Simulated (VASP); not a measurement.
# Sb in VASP: further runs

Sb is run at these levels: PBEsol; tasks: electric field gradients.

All numbers are computed with VASP 6.6.1; they aren't measurements. Logs are shortened: lines on timing, memory, paths and dates and some standing lists are left out, and cuts for length are marked.

### 1 The cell of the first run

Symmetry: R-3m, No. 166, trigonal system. Conventional cell: a = 4.514 Å, b = 4.514 Å, c = 5.364 Å, α = 90.00°, β = 90.00°, γ = 120.00°. Within 4.2 Å of Sb (site symmetry -3m) lie 6 Sb at 3.16 Å.

### 2 Electric field gradients, PBEsol (equal xy, yz and zx shear strains of -2 %)

Input file INCAR:

```
PREC = Accurate
ENCUT = 520
EDIFF = 1E-8
ISMEAR = -1
SIGMA = 0.05
LREAL = False
LASPH = True
NELM = 100
ALGO = Normal
ISIF = 2
LWAVE = False
LCHARG = False
GGA = PS
LEFG = True
NBANDS = 8
```

Input file KPOINTS:

```
regular mesh
0
Gamma
  13 13 13
```

Input file POSCAR:

```
Sb
1.0
    3.1600000000     -0.0316000000     -0.0316000000
   -0.0316000000      3.1600000000     -0.0316000000
   -0.0316000000     -0.0316000000      3.1600000000
Sb
1
Direct
    0.0000000000      0.0000000000      0.0000000000
```

Potentials or basis: VASP PAW PBE potentials, release 64 (Sb).

Command:

```console
cat potpaw_PBE.64/Sb/POTCAR > POTCAR
mpirun -np 1 vasp_std > vasp.out
```

OUTCAR:

```text
PREC = Accurate
   ENCUT = 520
   EDIFF = 1E-8
   ISMEAR = -1
   LREAL = False
   LASPH = True
   NELM = 100
   ISIF = 2
   GGA = PS

 ion  position               nearest neighbor table
   1  0.000  0.000  0.000-

  LATTYP: Found a trigonal (rhomboedric) cell.
 ALAT       =     3.1603159842
 COS(alpha) =    -0.0198960208

  Lattice vectors:

 A1 = (   3.1600000000,  -0.0316000000,  -0.0316000000)
 A2 = (  -0.0316000000,   3.1600000000,  -0.0316000000)
 A3 = (  -0.0316000000,  -0.0316000000,   3.1600000000)

Analysis of symmetry for initial positions (statically):
=====================================================================
 Subroutine PRICEL returns:
 Original cell was already a primitive cell.

 Routine SETGRP: Setting up the symmetry group for a
 trigonal (rhombohedral) supercell.

 Subroutine GETGRP returns: Found 12 space group operations
 (whereof 12 operations were pure point group operations)
 out of a pool of 12 trial point group operations.

The static configuration has the point symmetry D_3d.

Analysis of symmetry for dynamics (positions and initial velocities):
=====================================================================
 Subroutine PRICEL returns:
 Original cell was already a primitive cell.

 Routine SETGRP: Setting up the symmetry group for a
 trigonal (rhombohedral) supercell.

 Subroutine GETGRP returns: Found 12 space group operations
 (whereof 12 operations were pure point group operations)
 out of a pool of 12 trial point group operations.

The dynamic configuration has the point symmetry D_3d.

 Subroutine INISYM returns: Found 12 space group operations
 (whereof 12 operations are pure point group operations),
 and found     1 'primitive' translations

----------------------------------------------------------------------------------------

                                     Primitive cell

  volume of cell :      31.5450

  direct lattice vectors                    reciprocal lattice vectors
     3.160000000 -0.031600000 -0.031600000     0.316519640  0.003197168  0.003197168
    -0.031600000  3.160000000 -0.031600000     0.003197168  0.316519640  0.003197168
    -0.031600000 -0.031600000  3.160000000     0.003197168  0.003197168  0.316519640

  length of vectors
     3.160315984  3.160315984  3.160315984     0.316551933  0.316551933  0.316551933

  position of ions in fractional coordinates (direct lattice)
     0.000000000  0.000000000  0.000000000

  ion indices of the primitive-cell ions
   primitive index   ion index
                 1           1

----------------------------------------------------------------------------------------

 KPOINTS: regular mesh

Automatic generation of k-mesh.
 Grid dimensions read from file:
 generate k-points for:   13   13   13

 Generating k-lattice:

  Cartesian coordinates                     Fractional coordinates (reciprocal lattice)
     0.024347665  0.000245936  0.000245936     0.076923077 -0.000000000 -0.000000000
     0.000245936  0.024347665  0.000245936    -0.000000000  0.076923077 -0.000000000
     0.000245936  0.000245936  0.024347665    -0.000000000 -0.000000000  0.076923077

  Length of vectors
     0.024350149  0.024350149  0.024350149

  Shift w.r.t. Gamma in fractional coordinates (k-lattice)
     0.000000000  0.000000000  0.000000000

 Subroutine IBZKPT returns following result:
 ===========================================

 Found    231 irreducible k-points:

 Following reciprocal coordinates:
            Coordinates               Weight
  0.000000  0.000000  0.000000      1.000000
  0.076923  0.000000  0.000000      6.000000
  0.153846  0.000000  0.000000      6.000000
  0.230769  0.000000  0.000000      6.000000
  0.307692  0.000000  0.000000      6.000000
  0.384615  0.000000  0.000000      6.000000
[... 16 lines left out ...]
  0.384615  0.153846  0.000000     12.000000
  0.461538  0.153846  0.000000     12.000000
 [... further k-points ...]
   k-points           NKPTS =    231   k-points in BZ     NKDIM =    231   number of bands    NBANDS=      8
   number of dos      NEDOS =    301   number of ions     NIONS =      1
   total plane-waves  NPLWV =  13824
   dimension x,y,z NGX =    24 NGY =   24 NGZ =   24
   dimension x,y,z NGXF=    48 NGYF=   48 NGZF=   48
   ions per type =               1
   NGX,Y,Z   is equivalent  to a cutoff of  12.63, 12.63, 12.63 a.u.
   NGXF,Y,Z  is equivalent  to a cutoff of  25.25, 25.25, 25.25 a.u.
 SYSTEM =  unknown system
   PREC   = accura    normal or accurate (medium, high low for compatibility)
   ISTART =      0    job   : 0-new  1-cont  2-samecut
   ICHARG =      2    charge: 1-file 2-atom 10-const
   ISPIN  =      1    spin polarized calculation?
   LNONCOLLINEAR =      F non collinear calculations
   LSORBIT =      F    spin-orbit coupling
   LASPH  =      T    aspherical Exc in radial PAW
   ENCUT  =  520.0 eV  38.22 Ry    6.18 a.u.   5.88  5.88  5.88*2*pi/ulx,y,z
   NELM   =    100;   NELMIN=  2; NELMDL= -5     # of ELM steps
   EDIFF  = 0.1E-07   stopping-criterion for ELM
   LREAL  =      F    real-space projection
   EDIFFG = 0.1E-06   stopping-criterion for IOM
   NSW    =      0    number of steps for IOM
   IBRION =     -1    ionic relax: 0-MD 1-quasi-New 2-CG
   NFREE  =      0    steps in history (QN), initial steepest desc. (CG)
   ISIF   =      2    stress and relaxation
   ISYM   =      2    0-nonsym 1-usesym 2-fastsym
   POTIM  = 0.5000    time-step for ionic-motion
   TEBEG  =    0.0;   TEEND  =   0.0 temperature during run
   PSTRESS=    0.0 pullay stress
   NELECT =       5.0000    total number of electrons
   NUPDOWN=      -1.0000    fix difference up-down
   EMIN   =  10.00;   EMAX   =-10.00  energy-range for DOS
   EFERMI =   0.00;   METHOD = LEGACY
   ISMEAR =    -1;   SIGMA  =   0.05  broadening in eV -4-tet -1-fermi 0-gaus
   EFERMI_NEDOS =   21; number of points for ismear=-14 and -15
   IALGO  =     38    algorithm
   IMIX   =      4    mixing-type and parameters
     AMIX     =   0.40;   BMIX     =  1.00
     AMIX_MAG =   1.60;   BMIX_MAG =  1.00
  volume/ion in A,a.u.               =      31.54       212.88
  Fermi-wavevector in a.u.,A,eV,Ry     =   0.885975  1.674250 10.679917  0.784952
  Thomas-Fermi vector in A             =   2.007080
   LORBIT       =      0    0 simple, 1 ext, 2 COOP (PROOUT), +10 PAW based schemes
   GGA     = PS    functional components
   LHFCALC =     F    Hartree Fock is set to
   AEXX    =    0.0000 exact exchange contribution
   IVDW    =     0    specifies the selected vdW correction
   LEPSILON=     F    determine dielectric tensor
   LRPA    =     F    only Hartree local field effects (RPA)
 non-spin polarized calculation
  energy-cutoff  :      520.00
  volume of cell :       31.54
 maximum number of plane-waves:       879
   NGX = 11   NGY = 11   NGZ = 11

 number of electron       5.0000001 magnetization

 Free energy of the ion-electron system (eV)
  ---------------------------------------------------
  ext. energy  EPLUGINS =         0.00000000
  ---------------------------------------------------
  free energy    TOTEN  =        -4.50021039 eV

  energy without entropy =       -4.49747486  energy(sigma->0) =       -4.49884263

 E-fermi :   6.3419     XC(G=0):  -9.5214

 val. band max:        6.3412160059   @ k =  -0.3846   0.3077   0.3077
 cond. band min:       6.3606427411   @ k =  -0.3077   0.2308   0.1538
 fundamental gap:      0.0194267352
 Fermi energy:         6.3418684698

 k-point     1 :       0.0000    0.0000    0.0000
  band No.  band energies     occupation
      1      -5.6810      2.00000
      2       9.3360      0.00000
      3       9.4696      0.00000
      4       9.4696      0.00000
      5      13.2025      0.00000
      6      13.2025      0.00000
      7      14.1035      0.00000
      8      23.6512      0.00000

 k-point     2 :       0.0769    0.0000    0.0000
  band No.  band energies     occupation
      1      -5.6001      2.00000
      2       8.4243      0.00000
      3       9.4613      0.00000
      4       9.5475      0.00000
      5      13.2695      0.00000
      6      13.7046      0.00000
      7      14.7896      0.00000
      8      22.8247      0.00000

 k-point     3 :       0.1538    0.0000    0.0000
  band No.  band energies     occupation
      1      -5.3605      2.00000
      2       6.6546      0.00384
      3       9.6855      0.00000
      4       9.7742      0.00000
      5      13.4688      0.00000
      6      14.0443      0.00000
      7      16.7754      0.00000
      8      21.5022      0.00000

 k-point     4 :       0.2308    0.0000    0.0000
  band No.  band energies     occupation
      1      -4.9739      2.00000
      2       4.8746      2.00000
      3      10.0364      0.00000
      4      10.1260      0.00000
      5      13.7945      0.00000
      6      14.4359      0.00000
      7      18.9462      0.00000
      8      20.2024      0.00000

 k-point     5 :       0.3077    0.0000    0.0000
  band No.  band energies     occupation
      1      -4.4700      2.00000
      2       3.2740      2.00000
      3      10.4645      0.00000
      4      10.5554      0.00000
      5      14.2294      0.00000
      6      14.9654      0.00000
      7      18.9607      0.00000
      8      19.0281      0.00000
[... 177 lines left out ...]
 k-point    22 :       0.3077    0.1538    0.0000
  band No.  band energies     occupation
      1      -4.1305      2.00000
      2       3.5353      2.00000
      3       7.7033      0.00000
      4      10.8257      0.00000
      5      14.7638      0.00000
      6      15.7235      0.00000
      7      18.2073      0.00000
      8      19.2667      0.00000

 k-point    23 :       0.3846    0.1538    0.0000
  band No.  band energies     occupation
      1      -3.5841      2.00000
      2       2.2519      2.00000
      3       8.1904      0.00000
      4      11.2448      0.00000
      5      14.3767      0.00000
      6      15.6145      0.00000
      7      18.2018      0.00000
      8      18.4688      0.00000

 k-point    24 :       0.4615    0.1538    0.0000
  band No.  band energies     occupation
      1      -3.1848      2.00000
      2       1.4854      2.00000
      3       8.5748      0.00000
      4      11.5164      0.00000
      5      13.6945      0.00000
      6      16.1099      0.00000
      7      17.7045      0.00000
      8      17.9353      0.00000

 [... further k-points ...]

------------------------ aborting loop because EDIFF is reached ----------------------------------------

  FORCE on cell =-STRESS in cart. coord.  units (eV):
  Direction    XX          YY          ZZ          XY          YZ          ZX
  --------------------------------------------------------------------------------------
  -------------------------------------------------------------------------------------
  Total       -0.9607116     -0.9607116     -0.9607116      0.0592365      0.0592365      0.0592365
  in kB      -48.7947983    -48.7947983    -48.7947983      3.0086395      3.0086395      3.0086395
  external PRESSURE =     -48.7947983 kB  Pullay stress =       0.0000000 kB

 VOLUME and BASIS-vectors are now :
 -----------------------------------------------------------------------------
  energy-cutoff  :      520.00
  volume of cell :       31.54
      direct lattice vectors                 reciprocal lattice vectors
     3.160000000 -0.031600000 -0.031600000     0.316519640  0.003197168  0.003197168
    -0.031600000  3.160000000 -0.031600000     0.003197168  0.316519640  0.003197168
    -0.031600000 -0.031600000  3.160000000     0.003197168  0.003197168  0.316519640

 POSITION                                       TOTAL-FORCE (eV/Angst)
 -----------------------------------------------------------------------------------
      0.00000      0.00000      0.00000        -0.000000      0.000000      0.000000
 -----------------------------------------------------------------------------------
    total drift:                               -0.000000      0.000000      0.000000

  FREE ENERGIE OF THE ION-ELECTRON SYSTEM (eV)
  ---------------------------------------------------
  free  energy   TOTEN  =        -4.5002103925 eV

  energy  without entropy=       -4.4974748648  energy(sigma->0) =       -4.49884263

 Electric field gradients (V/A^2)
---------------------------------------------------------------------
 ion       V_xx      V_yy      V_zz      V_xy      V_xz      V_yz
---------------------------------------------------------------------
   1      -0.000     0.000     0.000    -7.260    -7.260    -7.260
---------------------------------------------------------------------

 Electric field gradients after diagonalization (V/A^2)
 (convention: |V_zz| > |V_xx| > |V_yy|)
----------------------------------------------------------------------
 ion       V_xx      V_yy      V_zz     asymmetry (V_yy - V_xx)/ V_zz
----------------------------------------------------------------------
   1       7.260     7.260   -14.520       0.000
----------------------------------------------------------------------

           NMR quadrupolar parameters

 Cq : quadrupolar parameter    Cq=e*Q*V_zz/h
 eta: asymmetry parameters     (V_yy - V_xx)/ V_zz
 Q  : nuclear electric quadrupole moment in mb (millibarn)
----------------------------------------------------------------------
 ion       Cq(MHz)       eta       Q (mb)
----------------------------------------------------------------------
   1      -0.035       0.000       1.000
----------------------------------------------------------------------
```

Wall time 24 s (1 thread of Intel Xeon Platinum 8259CL at 2.50GHz (Skylake/Cascade Lake), shared host); peak memory 0.18 GiB.

Results:

```yaml
Free_energy: -4.5002 eV
Pressure: -4.9 GPa
```

Electric field gradients, principal values (V/Å²):
```csv
atom,least,middle,greatest (by size)
1 Sb,7.260,7.260,-14.520
```

Caveat: the cell differs from its parent crystal (equal xy, yz and zx shear strains of -2 %); without QUAD_EFG the Cq values of the log hold for a quadrupole moment of 1 mb, not for the nuclei; the PAW data sets were made with another functional, which shifts forces and pressure a little; spin-orbit coupling is left out, which moves the levels of the heavy elements.

### 3 Electric field gradients, PBEsol (equal xy, yz and zx shear strains of -2 %)

Input file INCAR:

```
SYSTEM = Sb
PREC = Accurate
ENCUT = 520
EDIFF = 1E-8
ISMEAR = -1
SIGMA = 0.05
LREAL = .FALSE.
LASPH = .TRUE.
NELM = 100
ALGO = Normal
ISIF = 2
LWAVE = .FALSE.
LCHARG = .FALSE.
GGA = PS
LEFG = .TRUE.
NBANDS = 8
```

Input file KPOINTS:

```
regular mesh
0
G
  13 13 13
  0 0 0
```

POSCAR is that of step 2.

Potentials or basis: VASP PAW PBE potentials, release 64 (Sb).

Command:

```console
cat potpaw_PBE.64/Sb/POTCAR > POTCAR
mpirun -np 1 vasp_std > vasp.out
```

OUTCAR:

```text
SYSTEM = Sb
   PREC = Accurate
   ENCUT = 520
   EDIFF = 1E-8
   ISMEAR = -1
   LREAL = .FALSE.
   LASPH = .TRUE.
   NELM = 100
   ISIF = 2
   GGA = PS

 ion  position               nearest neighbor table
   1  0.000  0.000  0.000-

  LATTYP: Found a trigonal (rhomboedric) cell.
 ALAT       =     3.1603159842
 COS(alpha) =    -0.0198960208

  Lattice vectors:

 A1 = (   3.1600000000,  -0.0316000000,  -0.0316000000)
[... 470 lines left out ...]
    total drift:                               -0.000000      0.000000      0.000000

  FREE ENERGIE OF THE ION-ELECTRON SYSTEM (eV)
  ---------------------------------------------------
  free  energy   TOTEN  =        -4.5002103925 eV

  energy  without entropy=       -4.4974748648  energy(sigma->0) =       -4.49884263

 Electric field gradients (V/A^2)
---------------------------------------------------------------------
 ion       V_xx      V_yy      V_zz      V_xy      V_xz      V_yz
---------------------------------------------------------------------
   1      -0.000     0.000     0.000    -7.260    -7.260    -7.260
---------------------------------------------------------------------

 Electric field gradients after diagonalization (V/A^2)
 (convention: |V_zz| > |V_xx| > |V_yy|)
----------------------------------------------------------------------
 ion       V_xx      V_yy      V_zz     asymmetry (V_yy - V_xx)/ V_zz
----------------------------------------------------------------------
   1       7.260     7.260   -14.520       0.000
----------------------------------------------------------------------

           NMR quadrupolar parameters

 Cq : quadrupolar parameter    Cq=e*Q*V_zz/h
 eta: asymmetry parameters     (V_yy - V_xx)/ V_zz
 Q  : nuclear electric quadrupole moment in mb (millibarn)
----------------------------------------------------------------------
 ion       Cq(MHz)       eta       Q (mb)
----------------------------------------------------------------------
   1      -0.035       0.000       1.000
----------------------------------------------------------------------
```

OSZICAR:

```text
N       E                     dE             d eps       ncg     rms          rms(c)
DAV:   1     0.497872613202E+01    0.49787E+01   -0.15992E+03  3712   0.400E+02
DAV:   2    -0.437650267573E+01   -0.93552E+01   -0.89435E+01  5320   0.513E+01
DAV:   3    -0.450094411141E+01   -0.12444E+00   -0.12426E+00  4288   0.669E+00
DAV:   4    -0.450152786392E+01   -0.58375E-03   -0.58375E-03  5624   0.557E-01
DAV:   5    -0.450153018435E+01   -0.23204E-05   -0.23212E-05  4600   0.222E-02    0.167E+00
DAV:   6    -0.450074677287E+01    0.78341E-03   -0.80558E-04  4600   0.156E-01    0.978E-01
DAV:   7    -0.450020484768E+01    0.54193E-03   -0.18028E-03  4136   0.230E-01    0.638E-02
DAV:   8    -0.450020972053E+01   -0.48728E-05   -0.50043E-05  4888   0.468E-02    0.584E-03
DAV:   9    -0.450021057115E+01   -0.85062E-06   -0.86051E-07  5336   0.681E-03    0.211E-03
DAV:  10    -0.450021033705E+01    0.23410E-06   -0.26487E-07  4760   0.257E-03    0.398E-04
DAV:  11    -0.450021038257E+01   -0.45522E-07   -0.41487E-09  4840   0.416E-04    0.107E-04
DAV:  12    -0.450021039247E+01   -0.99004E-08   -0.15564E-09  2864   0.217E-04
   1 F= -.45002104E+01 E0= -.44988426E+01  d E =-.273553E-02
```

stdout:

```text
POSCAR found type information on POSCAR Sb
 POSCAR found :  1 types and       1 ions
 scaLAPACK will be used
 -----------------------------------------------------------------------------
|                                                                             |
|                                                                             |
|     You enforced a specific xc type in the INCAR file but a different       |
|     I HOPE YOU KNOW WHAT YOU ARE DOING!                                     |
|                                                                             |
 -----------------------------------------------------------------------------

 LDA part: xc-table for (Slater+PW92), standard interpolation
 POSCAR, INCAR and KPOINTS ok, starting setup
 FFT: planning ... GRIDC
 FFT: planning ... GRID_SOFT
 FFT: planning ... GRID
 WAVECAR not read
 entering main loop
ion   1
```

It took 30 s on 1 thread of Intel Xeon Platinum 8259CL at 2.50GHz (Skylake/Cascade Lake), shared host; peak memory 0.18 GiB.

Results:

```yaml
Free_energy: -4.5002 eV
Pressure: -4.9 GPa
```

Electric field gradients, principal values (V/Å²):
| atom | least | middle | greatest (by size) |
| --- | --- | --- | --- |
| 1 Sb | 7.260 | 7.260 | -14.520 |

Caveat: the cell differs from its parent crystal (equal xy, yz and zx shear strains of -2 %); without QUAD_EFG the Cq values of the log hold for a quadrupole moment of 1 mb, not for the nuclei; the PAW data sets were made with another functional, which shifts forces and pressure a little; spin-orbit coupling is left out, which moves the levels of the heavy elements.

(Part 1 of 2 ends here.)
